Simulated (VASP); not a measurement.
Rb2Ag, 3 atoms in the cell. The structure is tetragonal, space group P4/mmm (No. 123). The conventional cell has a = 5.090 Å, b = 5.090 Å, c = 7.279 Å, α = 90.00°, β = 90.00°, γ = 90.00°. Rb (site symmetry 4/mmm) has 4 Ag at 3.60 Å within 4.7 Å. Within 4.8 Å of Rb (site symmetry 4/mmm) lie 2 Ag at 3.64 Å. Within 4.7 Å of Ag (site symmetry 4/mmm) lie 6 Rb at 3.60 to 3.64 Å. 

- Program: VASP 6.6.1
- Task: relaxation of cell and atoms
- Functional: PBE
- Potentials or basis: VASP PAW PBE potentials, release 64 (Rb_sv, Ag)
- Cutoff: 600 eV
- k mesh: 10 × 10 × 6
- Occupations: gaussian, width 0.1 eV
- Spin: no spin polarisation
- Dipole correction: no
- Further INCAR settings: ALGO = Normal; EDIFF = 1e-06; IBRION = 2; EDIFFG = -0.01; NSW = 100; ISIF = 3

Potentials or basis: VASP PAW PBE potentials, release 64 (Rb_sv, Ag).

Command:

```sh
$ cat potpaw_PBE.64/Rb_sv/POTCAR potpaw_PBE.64/Ag/POTCAR > POTCAR
$ mpirun -np 1 vasp_std > vasp.out
```

Hardware: 1 thread of Intel(R) Xeon(R) 6975P-C (Granite Rapids), with other jobs on the host.

How long does it take, and how much memory?

Wall time 4.9 min on 1 thread of Intel(R) Xeon(R) 6975P-C (Granite Rapids) (shared host), peak memory 0.58 GiB. Counts: scf iterations 29, k points 84, ion steps 3.
